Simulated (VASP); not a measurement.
Set up this calculation in VASP 6.6.1, as the native input.

```yaml
Task: single point
Functional: PBEsol
Potentials_or_basis: VASP PAW PBE potentials, release 64 (Nb_sv)
Cutoff: 520 eV
k_mesh: 15 × 15 × 15
Occupations: fermi-dirac, width 0.1 eV
Spin: no spin polarisation
Dipole_correction: no
Further_INCAR_settings: ALGO = Normal; EDIFF = 1e-06; NBANDS = 12
```

The structure of Nb lies in POSCAR:

```
Nb
1.0
    0.0000000000      2.0293682019      2.0293682019
    2.0293682019      0.0000000000      2.0293682019
    2.0293682019      2.0293682019      0.0000000000
Nb
1
Direct
    0.0000000000      0.0000000000      0.0000000000
```

This cell differs from its parent crystal: volume scaled by 0.92.

The input as run:

INCAR

```
ALGO = Normal
EDIFF = 1E-6
ENCUT = 520
GGA = PS
ISIF = 2
ISMEAR = -1
LASPH = T
LCHARG = F
LREAL = F
LWAVE = F
NBANDS = 12
NELM = 100
PREC = Accurate
SIGMA = 0.1
```

KPOINTS

```
k-points
0
Gamma
  15 15 15
```

Potentials or basis: VASP PAW PBE potentials, release 64 (Nb_sv).

Command:

```console
$ cat potpaw_PBE.64/Nb_sv/POTCAR > POTCAR
$ mpirun -np 1 vasp_std > vasp.out
```

Results of the run:

* Pressure: 16.0 GPa

Caveat: the PAW data sets were made with another functional, which shifts forces and pressure a little.

Run time: 42 s on 1 thread of AMD EPYC 7R43 64-Core Processor (Zen 3), on a shared host, peak memory 0.11 GiB.
